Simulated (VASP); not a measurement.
# Al3InAs4 (Amm2) in VASP: relaxation of cell and atoms with PBE

Aim: the relaxation of cell and atoms of Al3InAs4 with PBE.

Everything below comes from runs of VASP 6.6.1. Logs are shortened: lines on timing, memory, paths and dates and some standing lists are left out, and cuts for length are marked.

## (1) The cell of the first run

Symmetry: Amm2, No. 38, orthorhombic system. The conventional cell has a = 4.145 Å, b = 8.253 Å, c = 11.619 Å, α = 90.00°, β = 90.00°, γ = 90.00°. Within 3.3 Å of Al (site symmetry mm2) lie 4 As at 2.49 to 2.53 Å. Within 3.2 Å of Al (site symmetry m) lie 4 As at 2.46 to 2.52 Å. In (site symmetry mm2) has 4 As at 2.61 to 2.63 Å within 3.4 Å. As (site symmetry m) has 3 Al at 2.49 Å and 1 In at 2.63 Å within 3.3 Å. As (site symmetry mm2) has 2 Al at 2.46 Å and 2 In at 2.61 Å within 3.2 Å. As (site symmetry mm2) has 4 Al at 2.52 to 2.53 Å within 3.3 Å.

## (2) Relaxation of cell and atoms, PBE

The input, INCAR:

```
PREC = Accurate
ENCUT = 600
EDIFF = 1E-6
ISMEAR = 0
SIGMA = 0.02
LREAL = F
LASPH = T
NELM = 100
ALGO = Normal
ISIF = 3
LWAVE = F
LCHARG = F
GGA = PE
IBRION = 2
NSW = 100
EDIFFG = -0.01
```

The input, KPOINTS:

```
Automatic mesh
0
Gamma
  8 4 4
```

The input, POSCAR:

```
Al3InAs4
1.0
    4.1450019196      0.0000000000      0.0000000000
    0.0000000000      4.1262785283      5.8093116831
    0.0000000000     -4.1262785283      5.8093116831
Al In As
3 1 4
Direct
    0.0000000000      0.9998624592      0.9998624592
    0.5000000000      0.5004470001      0.9989060846
    0.5000000000      0.9989060846      0.5004470001
    0.0000000000      0.5004060438      0.5004060438
    0.0000000000      0.8913659372      0.3700693714
    0.5000000000      0.3636350670      0.3636350670
    0.0000000000      0.3700693714      0.8913659372
    0.5000000000      0.8753080367      0.8753080367
```

Potentials or basis: VASP PAW PBE potentials, release 64 (Al, In_d, As).

Started as:

```console
cat potpaw_PBE.64/Al/POTCAR potpaw_PBE.64/In_d/POTCAR potpaw_PBE.64/As/POTCAR > POTCAR
mpirun -np 1 vasp_std > vasp.out
```

OUTCAR:

```text
PREC = Accurate
   ENCUT = 600
   EDIFF = 1E-6
   ISMEAR = 0
   LREAL = F
   LASPH = T
   NELM = 100
   ISIF = 3
   GGA = PE
   IBRION = 2
   NSW = 100
   EDIFFG = -0.01

 ion  position               nearest neighbor table
   1  0.000  1.000  1.000-   5 2.49   7 2.49   8 2.53   8 2.53
   2  0.500  0.500  0.999-   6 2.46   7 2.49   7 2.49   8 2.52
   3  0.500  0.999  0.500-   6 2.46   5 2.49   5 2.49   8 2.52
   4  0.000  0.500  0.500-   6 2.61   6 2.61   7 2.63   5 2.63
   5  0.000  0.891  0.370-   1 2.49   3 2.49   3 2.49   4 2.63
   6  0.500  0.364  0.364-   2 2.46   3 2.46   4 2.61   4 2.61
   7  0.000  0.370  0.891-   1 2.49   2 2.49   2 2.49   4 2.63
   8  0.500  0.875  0.875-   2 2.52   3 2.52   1 2.53   1 2.53

  LATTYP: Found a base centered orthorhombic cell.
 ALAT       =     8.2525570566
 B/A-ratio  =     1.4078816161
 C/A-ratio  =     0.5022687988

  Lattice vectors:

 A1 = (   0.0000000000,   4.1262785283,  -5.8093116831)
 A2 = (   0.0000000000,   4.1262785283,   5.8093116831)
 A3 = (   4.1450019196,   0.0000000000,   0.0000000000)

Analysis of symmetry for initial positions (statically):
=====================================================================
 Subroutine PRICEL returns:
 Original cell was already a primitive cell.

 Routine SETGRP: Setting up the symmetry group for a
 base centered orthorhombic supercell.

 Subroutine GETGRP returns: Found  4 space group operations
 (whereof  4 operations were pure point group operations)
 out of a pool of  8 trial point group operations.

The static configuration has the point symmetry C_2v.

Analysis of symmetry for dynamics (positions and initial velocities):
=====================================================================
 Subroutine PRICEL returns:
 Original cell was already a primitive cell.

 Routine SETGRP: Setting up the symmetry group for a
 base centered orthorhombic supercell.

 Subroutine GETGRP returns: Found  4 space group operations
 (whereof  4 operations were pure point group operations)
 out of a pool of  8 trial point group operations.

The dynamic configuration has the point symmetry C_2v.

 Subroutine INISYM returns: Found  4 space group operations
 (whereof  4 operations are pure point group operations),
 and found     1 'primitive' translations

----------------------------------------------------------------------------------------

                                     Primitive cell

  volume of cell :     198.7183

  direct lattice vectors                    reciprocal lattice vectors
     4.145001920  0.000000000  0.000000000     0.241254412  0.000000000  0.000000000
     0.000000000  4.126278528  5.809311683     0.000000000  0.121174564  0.086068716
     0.000000000 -4.126278528  5.809311683     0.000000000 -0.121174564  0.086068716

  length of vectors
     4.145001920  7.125607113  7.125607113     0.241254412  0.148630747  0.148630747

  position of ions in fractional coordinates (direct lattice)
     0.000000000  0.999862459  0.999862459
     0.500000000  0.500447000  0.998906085
     0.500000000  0.998906085  0.500447000
     0.000000000  0.500406044  0.500406044
     0.000000000  0.891365937  0.370069371
     0.500000000  0.363635067  0.363635067
     0.000000000  0.370069371  0.891365937
     0.500000000  0.875308037  0.875308037

  ion indices of the primitive-cell ions
   primitive index   ion index
                 1           1
                 2           2
                 3           3
                 4           4
                 5           5
                 6           6
                 7           7
                 8           8

----------------------------------------------------------------------------------------

 KPOINTS: Automatic mesh

Automatic generation of k-mesh.
 Grid dimensions read from file:
 generate k-points for:    8    4    4

 Generating k-lattice:

  Cartesian coordinates                     Fractional coordinates (reciprocal lattice)
     0.030156801  0.000000000  0.000000000     0.125000000  0.000000000  0.000000000
     0.000000000  0.030293641  0.021517179     0.000000000  0.250000000  0.000000000
     0.000000000 -0.030293641  0.021517179     0.000000000  0.000000000  0.250000000

  Length of vectors
     0.030156801  0.037157687  0.037157687

  Shift w.r.t. Gamma in fractional coordinates (k-lattice)
     0.000000000  0.000000000  0.000000000

 Subroutine IBZKPT returns following result:
 ===========================================

 Found     35 irreducible k-points:

 Following reciprocal coordinates:
            Coordinates               Weight
  0.000000  0.000000  0.000000      1.000000
  0.125000  0.000000  0.000000      2.000000
  0.250000  0.000000  0.000000      2.000000
  0.375000  0.000000  0.000000      2.000000
  0.500000  0.000000  0.000000      1.000000
  0.000000  0.250000 -0.000000      4.000000
[... 16 lines left out ...]
  0.250000  0.500000  0.250000      8.000000
  0.375000  0.500000  0.250000      8.000000
 [... further k-points ...]
   k-points           NKPTS =     35   k-points in BZ     NKDIM =     35   number of bands    NBANDS=     26
   number of dos      NEDOS =    301   number of ions     NIONS =      8
   total plane-waves  NPLWV = 129600
   dimension x,y,z NGX =    36 NGY =   60 NGZ =   60
   dimension x,y,z NGXF=    72 NGYF=  120 NGZF=  120
   ions per type =               3   1   4
   NGX,Y,Z   is equivalent  to a cutoff of  14.44, 14.00, 14.00 a.u.
   NGXF,Y,Z  is equivalent  to a cutoff of  28.88, 28.00, 28.00 a.u.
 SYSTEM =  unknown system
   PREC   = accura    normal or accurate (medium, high low for compatibility)
   ISTART =      0    job   : 0-new  1-cont  2-samecut
   ICHARG =      2    charge: 1-file 2-atom 10-const
   ISPIN  =      1    spin polarized calculation?
   LNONCOLLINEAR =      F non collinear calculations
   LSORBIT =      F    spin-orbit coupling
   LASPH  =      T    aspherical Exc in radial PAW
   ENCUT  =  600.0 eV  44.10 Ry    6.64 a.u.   8.28 14.23 14.23*2*pi/ulx,y,z
   NELM   =    100;   NELMIN=  2; NELMDL= -5     # of ELM steps
   EDIFF  = 0.1E-05   stopping-criterion for ELM
   LREAL  =      F    real-space projection
   EDIFFG = -.1E-01   stopping-criterion for IOM
   NSW    =    100    number of steps for IOM
   IBRION =      2    ionic relax: 0-MD 1-quasi-New 2-CG
   NFREE  =      1    steps in history (QN), initial steepest desc. (CG)
   ISIF   =      3    stress and relaxation
   ISYM   =      2    0-nonsym 1-usesym 2-fastsym
   POTIM  = 0.5000    time-step for ionic-motion
   TEBEG  =    0.0;   TEEND  =   0.0 temperature during run
   PSTRESS=    0.0 pullay stress
   NELECT =      42.0000    total number of electrons
   NUPDOWN=      -1.0000    fix difference up-down
   EMIN   =  10.00;   EMAX   =-10.00  energy-range for DOS
   EFERMI =   0.00;   METHOD = LEGACY
   ISMEAR =     0;   SIGMA  =   0.02  broadening in eV -4-tet -1-fermi 0-gaus
   EFERMI_NEDOS =   21; number of points for ismear=-14 and -15
   IALGO  =     38    algorithm
   IMIX   =      4    mixing-type and parameters
     AMIX     =   0.40;   BMIX     =  1.00
     AMIX_MAG =   1.60;   BMIX_MAG =  1.00
  volume/ion in A,a.u.               =      24.84       167.63
  Fermi-wavevector in a.u.,A,eV,Ry     =   0.975166  1.842797 12.938447  0.950949
  Thomas-Fermi vector in A             =   2.105684
   LORBIT       =      0    0 simple, 1 ext, 2 COOP (PROOUT), +10 PAW based schemes
   GGA     = PE    functional components
   LHFCALC =     F    Hartree Fock is set to
   AEXX    =    0.0000 exact exchange contribution
   IVDW    =     0    specifies the selected vdW correction
   LEPSILON=     F    determine dielectric tensor
   LRPA    =     F    only Hartree local field effects (RPA)
 conjugate gradient relaxation of ions
 non-spin polarized calculation
 Gauss-broadening in eV      SIGMA  =   0.02
  energy-cutoff  :      600.00
  volume of cell :      198.72
 maximum number of plane-waves:      6673
 NGX is ok and might be reduce to    36
   NGX = 17   NGY = 29   NGZ = 29

--------------------------------------- Ionic step        1  -------------------------------------------

 number of electron      42.0000001 magnetization

 Free energy of the ion-electron system (eV)
  ---------------------------------------------------
  ext. energy  EPLUGINS =         0.00000000
  ---------------------------------------------------
  free energy    TOTEN  =       -35.74005722 eV

  energy without entropy =      -35.74005722  energy(sigma->0) =      -35.74005722

------------------------ aborting loop because EDIFF is reached ----------------------------------------

  FORCE on cell =-STRESS in cart. coord.  units (eV):
  Direction    XX          YY          ZZ          XY          YZ          ZX
  --------------------------------------------------------------------------------------
  -------------------------------------------------------------------------------------
  Total       -0.1597191      0.4245492      0.5350934      0.0000000      0.0000000      0.0000000
  in kB       -1.2877436      3.4229509      4.3142194      0.0000000      0.0000000      0.0000000
  external PRESSURE =       2.1498089 kB  Pullay stress =       0.0000000 kB
[... 153 lines left out ...]
  energy  without entropy=      -35.7420875088  energy(sigma->0) =      -35.74208751

--------------------------------------- Ionic step        5  -------------------------------------------

 number of electron      42.0000001 magnetization

 Free energy of the ion-electron system (eV)
  ---------------------------------------------------
  ext. energy  EPLUGINS =         0.00000000
  ---------------------------------------------------
  free energy    TOTEN  =       -35.74226133 eV

  energy without entropy =      -35.74226133  energy(sigma->0) =      -35.74226133

 E-fermi :   3.9857     XC(G=0):  -8.9001

 val. band max:        3.8543147095   @ k =   0.0000   0.0000   0.0000
 cond. band min:       4.8155664505   @ k =   0.0000   0.0000   0.0000
 fundamental gap:      0.9612517411
 Fermi energy:         3.9856842350

 k-point     1 :       0.0000    0.0000    0.0000
  band No.  band energies     occupation
      1     -10.3361      2.00000
      2     -10.2881      2.00000
      3     -10.2371      2.00000
      4     -10.1625      2.00000
      5     -10.1527      2.00000
      6      -7.9210      2.00000
[... 685 lines left out ...]
     25       6.5034      0.00000
     26       6.6875      0.00000

 [... further k-points ...]

------------------------ aborting loop because EDIFF is reached ----------------------------------------

  FORCE on cell =-STRESS in cart. coord.  units (eV):
  Direction    XX          YY          ZZ          XY          YZ          ZX
  --------------------------------------------------------------------------------------
  -------------------------------------------------------------------------------------
  Total        0.0149637     -0.0151136      0.0079322      0.0000000      0.0000000      0.0000000
  in kB        0.1202280     -0.1214322      0.0637320      0.0000000      0.0000000      0.0000000
  external PRESSURE =       0.0208426 kB  Pullay stress =       0.0000000 kB
[... 23 lines left out ...]
  FREE ENERGIE OF THE ION-ELECTRON SYSTEM (eV)
  ---------------------------------------------------
  free  energy   TOTEN  =       -35.7422613335 eV

  energy  without entropy=      -35.7422613335  energy(sigma->0) =      -35.74226133

 reached required accuracy - stopping structural energy minimisation
```

Run time: 12 min. Hardware: 1 thread of Intel Xeon 6975P-C (Granite Rapids), shared host; peak memory 0.51 GiB.

Results:

```yaml
Free_energy: -35.7423 eV
Relaxed_volume: 24.93 Å³/atom
Relaxed_cell: a = 4.129 Å, b = 7.157 Å, c = 7.157 Å, α = 70.55°, β = 90.00°, γ = 90.00°
Space_group_after_relaxing_to_0.1_Å: Amm2 (No. 38)
Energy_gained_by_relaxing: 0.3 meV/atom
Ionic_steps: 5
Pressure_after_relaxing: 0.0 GPa
Largest_force_after_relaxing: 0.005 eV/Å
Band_gap_on_the_k_mesh: 0.96 eV
```

Forces on the atoms (eV/Å):
```
Al   0.000  0.000 -0.005
Al   0.000 -0.001 -0.001
Al   0.000  0.001 -0.001
In   0.000  0.000  0.004
As   0.000 -0.001  0.000
As   0.000  0.000  0.000
As   0.000  0.001  0.000
As   0.000  0.000  0.002
```

The path:
```csv
step,energy change (eV),largest force (eV/Å),pressure (GPa),volume (Å³)
1,0.0000,0.0147,0.21,198.72
2,-0.0015,0.0320,-0.08,199.68
3,-0.0015,0.0318,-0.08,199.67
4,-0.0020,0.0159,-0.04,199.54
5,-0.0022,0.0052,0.00,199.41
```

Final structure:
```
CELL_PARAMETERS angstrom
4.12894 0.00000 0.00000
0.00000 4.13301 5.84265
0.00000 -4.13301 5.84265
ATOMIC_POSITIONS crystal
Al 0.00000 0.00012 0.00012
Al 0.50000 0.50060 0.99917
Al 0.50000 0.99917 0.50060
In 0.00000 0.50060 0.50060
As 0.00000 0.89100 0.36981
As 0.50000 0.36358 0.36358
As 0.00000 0.36981 0.89100
As 0.50000 0.87511 0.87511
```

Levels at points of the mesh, in eV from the valence-band top:
```csv
k point,band 17,band 18,band 19,band 20,band 21,band 22,band 23,band 24,band 25,band 26
"(0.00, 0.00, 0.00)",-1.02,-0.89,-0.18,-0.14,0.00,0.96,1.26,1.62,1.64,2.07
"(0.50, 0.00, 0.00)",-2.93,-2.85,-2.68,-1.22,-0.88,2.77,3.08,4.13,4.15,4.83
"(0.00, 0.50, 0.00)",-1.70,-0.83,-0.83,-0.45,-0.33,1.81,2.01,2.16,2.55,4.34
"(0.50, 0.50, 0.00)",-2.66,-1.86,-1.84,-1.67,-1.44,2.14,2.15,2.32,2.67,4.54
"(0.00, 0.50, 0.50)",-1.62,-1.44,-1.25,-1.22,-0.70,2.20,2.34,2.78,3.04,3.24
"(0.50, 0.50, 0.50)",-2.21,-1.19,-0.99,-0.89,-0.78,1.25,1.35,1.40,1.71,1.82
```

Caveat: spin-orbit coupling is left out, which moves the levels of the heavy elements.
